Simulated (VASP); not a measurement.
Wanted: the native input for a VASP 6.6.1 run.

| Quantity | Value |
| --- | --- |
| Task | single point |
| Functional | PBE |
| Potentials or basis | VASP PAW PBE potentials, release 64 (W_sv, C) |
| Cutoff | 600 eV |
| k mesh | 6 × 6 × 2 |
| Occupations | gaussian, width 0.1 eV |
| Spin | no spin polarisation |
| Hubbard terms | W d U = 7.0 eV |
| Dipole correction | no |
| Further INCAR settings | ALGO = Normal; EDIFF = 1e-06; NBANDS = 23 |

The structure of W2C lies in POSCAR:

```
W2C
1.0
    3.0700456420      0.0000000000      0.0000000000
   -1.5350228210      2.6587375167      0.0000000000
    0.0000000000      0.0000000000      4.6784280000
W C
2 1
Direct
    0.3333333333      0.6666666667      0.7463310000
    0.6666666667      0.3333333333      0.2536690000
    0.0000000000      0.0000000000      0.0000000000
```

One way to write it, as run:

INCAR

```
SYSTEM = W2C
PREC = Accurate
ENCUT = 600
EDIFF = 1E-6
ISMEAR = 0
SIGMA = 0.1
LREAL = .FALSE.
LASPH = .TRUE.
NELM = 200
ALGO = Normal
ISIF = 2
LWAVE = .FALSE.
LCHARG = .TRUE.
LMAXMIX = 4
LDAU = .TRUE.
LDAUTYPE = 2
LDAUL = 2 -1
LDAUU = 7 0
LDAUJ = 0 0
LDAUPRINT = 1
GGA = PE
LELF = .TRUE.
LVHAR = .TRUE.
NBANDS = 23
GGA_COMPAT = .FALSE.
```

KPOINTS

```
regular mesh
0
G
  6 6 2
  0 0 0
```

Potentials or basis: VASP PAW PBE potentials, release 64 (W_sv, C).

The run is started by

```console
$ cat potpaw_PBE.64/W_sv/POTCAR potpaw_PBE.64/C/POTCAR > POTCAR
$ mpirun -np 1 vasp_std > vasp.out
```

Results of the run:

The pressure is 13.3 GPa and the largest force is 0.845 eV/Å. The band gap on the k mesh is zero (band 16 reaches 13.75 eV, above the bottom of band 17 at 11.28 eV).

Caveat: the k points lie up to 0.67 Å⁻¹ apart; spin-orbit coupling is left out, which moves the levels of the heavy elements; U without spin polarisation on a metal has little footing; the U is typed as a test and isn't derived for this compound.

Wall time 40 s on 1 thread of Intel Xeon 8259CL, with other jobs on the host, peak memory 0.18 GiB.
